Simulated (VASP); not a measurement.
Ti: single point with PBEsol

The system is Ti.

```
CELL_PARAMETERS angstrom
2.89758 0.00000 0.00000
-1.44879 2.50937 0.00000
0.00000 0.00000 4.59683
ATOMIC_POSITIONS crystal
Ti 0.33333 0.66667 0.25000
Ti 0.66667 0.33333 0.75000
```

```json
{
  "Program": "VASP 6.6.1",
  "Task": "single point",
  "Functional": "PBEsol",
  "Potentials or basis": "VASP PAW PBE potentials, release 64 (Ti_sv)",
  "Cutoff": "520 eV",
  "k mesh": "10 × 10 × 5",
  "Occupations": "fermi-dirac, width 0.05 eV",
  "Spin": "no spin polarisation",
  "Dipole correction": "no",
  "Further INCAR settings": "ALGO = Normal; EDIFF = 1e-06; NBANDS = 19"
}
```

```yaml
Pressure: -0.2 GPa
Band_gap_on_the_k_mesh: zero (band 12 reaches 9.42 eV, above the bottom of band 13 at 8.32 eV)
```

Stress tensor (GPa, compression positive):
```
-0.07  0.00  0.00
 0.00 -0.07  0.00
 0.00  0.00 -0.50
```

Levels at points of the mesh, in eV from the Fermi level:
| k point | band 9 | band 10 | band 11 | band 12 | band 13 | band 14 | band 15 | band 16 |
| --- | --- | --- | --- | --- | --- | --- | --- | --- |
| (0.00, 0.00, 0.00) | -6.29 | -2.78 | 0.81 | 0.81 | 0.89 | 0.93 | 1.34 | 1.34 |
| (0.50, 0.00, 0.00) | -2.38 | -2.26 | -1.94 | -0.56 | 0.50 | 0.67 | 1.25 | 3.55 |

It took 41 s on 1 thread of AMD EPYC 7R13 Processor (Zen 3), on a shared host, peak memory 0.13 GiB.

Caveat: the PAW data sets were made with another functional, which shifts forces and pressure a little.
